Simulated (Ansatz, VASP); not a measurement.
## One calculation of Co, two programs

Contents of INCAR:

```
ALGO = Normal ; EDIFF = 1E-6
ENCUT = 520 ; GGA = PE
ISIF = 2 ; ISMEAR = 0
ISPIN = 2 ; LASPH = True
LCHARG = True ; LELF = True
LMAXMIX = 4 ; LORBIT = 11
LREAL = False ; LVHAR = True
LWAVE = False ; MAGMOM = 1.5 1.5 -1.5 -1.5
NBANDS = 30 ; NELM = 150
PREC = Accurate ; SIGMA = 0.05
```

KPOINTS

```
k-points
0
Gamma
  16 16 4
```

File POSCAR:

```
Co
1.0
    2.4937131673      0.0000000000      0.0000000000
   -1.2468565837      2.1596189527      0.0000000000
    0.0000000000      0.0000000000      8.0601803677
Co
4
Direct
    0.3333333333      0.6666666667      0.1250000000
    0.6666666667      0.3333333333      0.3750000000
    0.3333333333      0.6666666667      0.6250000000
    0.6666666667      0.3333333333      0.8750000000
```

Input for Ansatz:

```yaml
crystal:
  lattice:
    - [2.4937131646, 0.0, 0.0]
    - [-1.2468565823, 2.1596189503, 0.0]
    - [0.0, 0.0, 8.0601803572]
  atoms:
    - { symbol: Co, position: [0.3333333333, 0.6666666667, 0.125], spin: 1.5 }
    - { symbol: Co, position: [0.6666666667, 0.3333333333, 0.375], spin: 1.5 }
    - { symbol: Co, position: [0.3333333333, 0.6666666667, 0.625], spin: -1.5 }
    - { symbol: Co, position: [0.6666666667, 0.3333333333, 0.875], spin: -1.5 }
basis:
  ecutwfc: 420
  ecutrho_ratio: 4
kpoints:
  mp_grid: { grid: [16, 16, 4] }
hamiltonian:
  xc: pbe
scf:
  occupations: { method: gaussian, width: 0.05 }
  lower_state_search: "off"
output:
  forces: true
  stress: true
  eigenvalues: true
  populations: true
magnetization:
  spin_polarized: true
```

Alike in both runs: task single point; functional PBE; k mesh 16 × 16 × 4; occupations gaussian, width 0.05 eV; collinear spin.

```csv
,VASP,Ansatz
version,VASP 6.6.1,Ansatz 0.2.0
potentials or method,"VASP PAW PBE potentials, release 64 (Co), cutoff 520 eV","scalar-relativistic, plane waves, PAW"
valence electrons in the cell,36,68
```

|  | VASP | Ansatz | Ansatz less VASP |
| --- | --- | --- | --- |
| gap on the k mesh at the Fermi level (eV) | none | none | - |
| pressure (GPa) | -1.8 | -1.2 | +0.66 |
| traceless stress, the component that is largest in VASP (GPa) | -0.18 | -0.22 | -0.038 |
| rms of the force components (eV/Å) | 0.409 | 0.409 | +0.0001 |
| net moment per atom (μB) | 0.00 | 0.00 | 0.000 |
| size of the moment on the site where the two differ most (μB) | 1.48 | 1.51 | +0.033 |

Site moments also hang on the region over which each program counts them. Atom by atom the forces differ by 0.000 eV/Å (rms over components). A gap of «none» marks a metal or a gap that the smearing closes. With one functional, cell and mesh, what is left measures potentials, basis and numerics. VASP's potentials hold 36 valence electrons a cell and Ansatz's 68, so a difference there can come from the potentials and not from the codes.
